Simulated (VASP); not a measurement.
# Ag2O (Pn-3m) in VASP: notebook, part 2 of 2

VASP 6.6.1. Earlier steps stand in the parts before.

## 3. Relaxation of cell and atoms, PBEsol

This run uses another cell than the first one, of 18.57 Å³/atom.

File INCAR:

```
SYSTEM = Ag2O
PREC     = Accurate       ! precision mode
ENCUT    = 600            ! plane-wave cutoff, eV
EDIFF    = 1E-7           ! SCF threshold, eV
ISMEAR   = 0              ! smearing method
SIGMA    = 0.1            ! smearing width, eV
LREAL    = .FALSE.        ! projectors in reciprocal space
LASPH    = .TRUE.         ! aspherical terms in the spheres
NELM     = 120            ! most SCF steps
ALGO     = Normal         ! electronic algorithm
ISIF     = 3              ! what is computed and relaxed
LWAVE    = .FALSE.        ! write WAVECAR
LCHARG   = .FALSE.        ! write CHGCAR
GGA      = PS             ! functional
IBRION   = 2              ! ionic algorithm
NSW      = 70             ! ionic steps
EDIFFG   = -0.005         ! ionic threshold
GGA_COMPAT= .FALSE.      
NELMIN   = 4
```

File KPOINTS:

```
Automatic mesh
0
G
  8 8 8
  0 0 0
```

File POSCAR:

```
Ag2O
1.0
    4.8119826442      0.0000000000      0.0000000000
    0.0000000000      4.8119826442      0.0000000000
    0.0000000000      0.0000000000      4.8119826442
Ag O
4 2
Direct
    0.2500000000      0.2500000000      0.2500000000
    0.2500000000      0.7500000000      0.7500000000
    0.7500000000      0.7500000000      0.2500000000
    0.7500000000      0.2500000000      0.7500000000
    0.0000000000      0.0000000000      0.0000000000
    0.5000000000      0.5000000000      0.5000000000
```

Potentials or basis: VASP PAW PBE potentials, release 64 (Ag, O).

Command:

```sh
$ cat potpaw_PBE.64/Ag/POTCAR potpaw_PBE.64/O/POTCAR > POTCAR
$ mpirun -np 1 vasp_std > vasp.out
```

OUTCAR:

```text
SYSTEM = Ag2O
   PREC = Accurate
   ENCUT = 600
   EDIFF = 1E-7
   ISMEAR = 0
   LREAL = .FALSE.
   LASPH = .TRUE.
   NELM = 120
   ISIF = 3
   GGA = PS
   IBRION = 2
   NSW = 70
   EDIFFG = -0.005
   NELMIN = 4

 ion  position               nearest neighbor table
   1  0.250  0.250  0.250-   5 2.08   6 2.08   4 3.40   2 3.40   3 3.40   2 3.40   4 3.40   2 3.40
                             3 3.40   2 3.40   3 3.40   4 3.40   4 3.40   3 3.40
   2  0.250  0.750  0.750-   5 2.08   6 2.08   4 3.40   1 3.40   3 3.40   1 3.40   3 3.40   1 3.40
                             4 3.40   1 3.40   3 3.40   4 3.40   3 3.40   4 3.40
   3  0.750  0.750  0.250-   5 2.08   6 2.08   4 3.40   1 3.40   2 3.40   2 3.40   4 3.40   1 3.40
                             4 3.40   4 3.40   1 3.40   2 3.40   2 3.40   1 3.40
   4  0.750  0.250  0.750-   5 2.08   6 2.08   3 3.40   1 3.40   2 3.40   1 3.40   3 3.40   2 3.40
                             3 3.40   3 3.40   1 3.40   2 3.40   1 3.40   2 3.40
   5  0.000  0.000  0.000-   1 2.08   2 2.08   3 2.08   4 2.08
   6  0.500  0.500  0.500-   1 2.08   2 2.08   3 2.08   4 2.08

  LATTYP: Found a simple cubic cell.
 ALAT       =     4.8119826442

  Lattice vectors:

 A1 = (   4.8119826442,   0.0000000000,   0.0000000000)
 A2 = (   0.0000000000,   4.8119826442,   0.0000000000)
 A3 = (   0.0000000000,   0.0000000000,   4.8119826442)

Analysis of symmetry for initial positions (statically):
=====================================================================
 Subroutine PRICEL returns:
 Original cell was already a primitive cell.

 Routine SETGRP: Setting up the symmetry group for a
 simple cubic supercell.

 Subroutine GETGRP returns: Found 48 space group operations
 (whereof 24 operations were pure point group operations)
 out of a pool of 48 trial point group operations.

The static configuration has the point symmetry T_d .
 The point group associated with its full space group is O_h .

Analysis of symmetry for dynamics (positions and initial velocities):
=====================================================================
 Subroutine PRICEL returns:
 Original cell was already a primitive cell.

 Routine SETGRP: Setting up the symmetry group for a
 simple cubic supercell.

 Subroutine GETGRP returns: Found 48 space group operations
 (whereof 24 operations were pure point group operations)
[... 119 lines left out ...]
   POTIM  = 0.5000    time-step for ionic-motion
   TEBEG  =    0.0;   TEEND  =   0.0 temperature during run
   PSTRESS=    0.0 pullay stress
   NELECT =      56.0000    total number of electrons
   NUPDOWN=      -1.0000    fix difference up-down
   EMIN   =  10.00;   EMAX   =-10.00  energy-range for DOS
   EFERMI =   0.00;   METHOD = LEGACY
   ISMEAR =     0;   SIGMA  =   0.10  broadening in eV -4-tet -1-fermi 0-gaus
   EFERMI_NEDOS =   21; number of points for ismear=-14 and -15
   IALGO  =     38    algorithm
   IMIX   =      4    mixing-type and parameters
     AMIX     =   0.40;   BMIX     =  1.00
     AMIX_MAG =   1.60;   BMIX_MAG =  1.00
  volume/ion in A,a.u.               =      18.57       125.32
  Fermi-wavevector in a.u.,A,eV,Ry     =   1.301608  2.459682 23.050755  1.694183
  Thomas-Fermi vector in A             =   2.432730
   LORBIT       =      0    0 simple, 1 ext, 2 COOP (PROOUT), +10 PAW based schemes
   GGA     = PS    functional components
   LHFCALC =     F    Hartree Fock is set to
   AEXX    =    0.0000 exact exchange contribution
   IVDW    =     0    specifies the selected vdW correction
   LEPSILON=     F    determine dielectric tensor
   LRPA    =     F    only Hartree local field effects (RPA)
 conjugate gradient relaxation of ions
 non-spin polarized calculation
 Gauss-broadening in eV      SIGMA  =   0.10
  energy-cutoff  :      600.00
  volume of cell :      111.42
 maximum number of plane-waves:      3767
 NGX is ok and might be reduce to    40
   NGX = 19   NGY = 19   NGZ = 19

--------------------------------------- Ionic step        1  -------------------------------------------

 number of electron      55.9999978 magnetization

 Free energy of the ion-electron system (eV)
  ---------------------------------------------------
  ext. energy  EPLUGINS =         0.00000000
  ---------------------------------------------------
  free energy    TOTEN  =       -23.85161835 eV

  energy without entropy =      -23.84995788  energy(sigma->0) =      -23.85078811

 E-fermi :   3.8702     XC(G=0): -10.4642

 val. band max:        3.8253558884   @ k =   0.0000   0.0000   0.0000
 cond. band min:       3.9201789089   @ k =   0.1250   0.0000   0.0000
 fundamental gap:      0.0948230205
 Fermi energy:         3.8702042670

 k-point     1 :       0.0000    0.0000    0.0000
  band No.  band energies     occupation
      1     -14.5383      2.00000
      2     -13.9422      2.00000
      3      -2.5866      2.00000
      4      -2.5866      2.00000
      5      -2.5866      2.00000
      6      -0.4746      2.00000
[... 934 lines left out ...]
--------------------------------------- Ionic step        3  -------------------------------------------

 number of electron      56.0000034 magnetization

 Free energy of the ion-electron system (eV)
  ---------------------------------------------------
  ext. energy  EPLUGINS =         0.00000000
  ---------------------------------------------------
  free energy    TOTEN  =       -23.97866328 eV

  energy without entropy =      -23.97785743  energy(sigma->0) =      -23.97826035

 E-fermi :   4.7460     XC(G=0): -10.8467

 val. band max:        4.6794438760   @ k =   0.0000   0.0000   0.0000
 cond. band min:       4.8664011456   @ k =   0.1250   0.0000   0.0000
 fundamental gap:      0.1869572697
 Fermi energy:         4.7459801701

 k-point     1 :       0.0000    0.0000    0.0000
  band No.  band energies     occupation
      1     -14.3080      2.00000
      2     -13.5775      2.00000
      3      -2.3988      2.00000
      4      -2.3988      2.00000
      5      -2.3988      2.00000
      6      -0.1086      2.00000
[... 888 lines left out ...]
  FREE ENERGIE OF THE ION-ELECTRON SYSTEM (eV)
  ---------------------------------------------------
  free  energy   TOTEN  =       -23.9786632779 eV

  energy  without entropy=      -23.9778574275  energy(sigma->0) =      -23.97826035

 reached required accuracy - stopping structural energy minimisation
```

OSZICAR:

```text
N       E                     dE             d eps       ncg     rms          rms(c)
DAV:   1     0.406467662858E+03    0.40647E+03   -0.31190E+04  2310   0.182E+03
DAV:   2    -0.278303945523E+01   -0.40925E+03   -0.39661E+03  2519   0.378E+02
DAV:   3    -0.273197488956E+02   -0.24537E+02   -0.24224E+02  2663   0.884E+01
DAV:   4    -0.276843547814E+02   -0.36461E+00   -0.36374E+00  2488   0.118E+01
[... 30 lines left out ...]
DAV:   5    -0.239786601367E+02    0.30849E-03   -0.40672E-04  2529   0.200E-01    0.228E-02
DAV:   6    -0.239786662550E+02   -0.61184E-05   -0.13641E-04  2626   0.655E-02    0.222E-02
DAV:   7    -0.239786634657E+02    0.27893E-05   -0.12412E-05  2565   0.201E-02    0.672E-03
DAV:   8    -0.239786633065E+02    0.15918E-06   -0.11411E-06  2348   0.673E-03    0.109E-03
DAV:   9    -0.239786632779E+02    0.28596E-07   -0.31187E-08  1212   0.103E-03
   3 F= -.23978663E+02 E0= -.23978260E+02  d E =-.127045E+00
```

CONTCAR:

```text
Ag2O
   1.00000000000000
     4.7022146854673856   -0.0000000000000000    0.0000000000000000
    -0.0000000000000000    4.7022146854673856    0.0000000000000000
     0.0000000000000000    0.0000000000000000    4.7022146854673856
  Ag              O
     4     2
Direct
     0.2500000000000000    0.2500000000000000    0.2500000000000000
     0.2500000000000000    0.7500000000000000    0.7500000000000000
     0.7500000000000000    0.7500000000000000    0.2500000000000000
     0.7500000000000000    0.2500000000000000    0.7500000000000000
     0.0000000000000000    0.0000000000000000    0.0000000000000000
     0.5000000000000000    0.5000000000000000    0.5000000000000000

  0.00000000E+00  0.00000000E+00  0.00000000E+00
  0.00000000E+00  0.00000000E+00  0.00000000E+00
  0.00000000E+00  0.00000000E+00  0.00000000E+00
  0.00000000E+00  0.00000000E+00  0.00000000E+00
  0.00000000E+00  0.00000000E+00  0.00000000E+00
  0.00000000E+00  0.00000000E+00  0.00000000E+00
```

Run time: 2.7 min. Hardware: 1 thread of Intel Xeon 6975P-C (Granite Rapids), shared host; peak memory 0.33 GiB.

Results:

* Free energy: -23.9787 eV
* Relaxed volume: 17.33 Å³/atom
* Relaxed cell: a = 4.702 Å, b = 4.702 Å, c = 4.702 Å, α = 90.00°, β = 90.00°, γ = 90.00°
* Space group after relaxing (to 0.1 Å): Pn-3m (No. 224)
* Energy gained by relaxing: 21.2 meV/atom
* Ionic steps: 3
* Pressure after relaxing: 0.0 GPa
* Band gap on the k mesh: zero (filled and empty bands touch)

The path:
| step | energy change (eV) | largest force (eV/Å) | pressure (GPa) | volume (Å³) |
| --- | --- | --- | --- | --- |
| 1 | 0.0000 | 0.0000 | -5.09 | 111.42 |
| 2 | -0.1182 | 0.0000 | 1.61 | 102.18 |
| 3 | -0.1270 | 0.0000 | 0.01 | 103.97 |

Final structure:
```
Ag O
1.0
     4.70221    0.00000    0.00000
     0.00000    4.70221    0.00000
     0.00000    0.00000    4.70221
Ag O
4 2
Direct
  0.25000 0.25000 0.25000
  0.25000 0.75000 0.75000
  0.75000 0.75000 0.25000
  0.75000 0.25000 0.75000
  0.00000 0.00000 0.00000
  0.50000 0.50000 0.50000
```

Levels at points of the mesh, in eV from the Fermi level:
```csv
k point,band 25,band 26,band 27,band 28,band 29,band 30,band 31,band 32
"(0.00, 0.00, 0.00)",-2.73,-0.07,-0.07,-0.07,-0.07,1.80,1.80,7.20
"(0.50, 0.00, 0.00)",-1.73,-1.73,-0.56,-0.56,1.98,1.98,4.58,4.58
"(0.50, 0.50, 0.00)",-1.75,-1.75,-0.92,-0.92,1.94,1.94,3.63,3.63
"(0.50, 0.50, 0.50)",-1.83,-0.78,-0.78,-0.78,2.36,2.36,2.36,4.79
```

Caveat: semilocal functionals underestimate gaps, and a narrow one can read as zero; the PAW data sets were made with another functional, which shifts forces and pressure a little.

The gap in the log of VASP goes by the Fermi energy; the results here count the filled bands.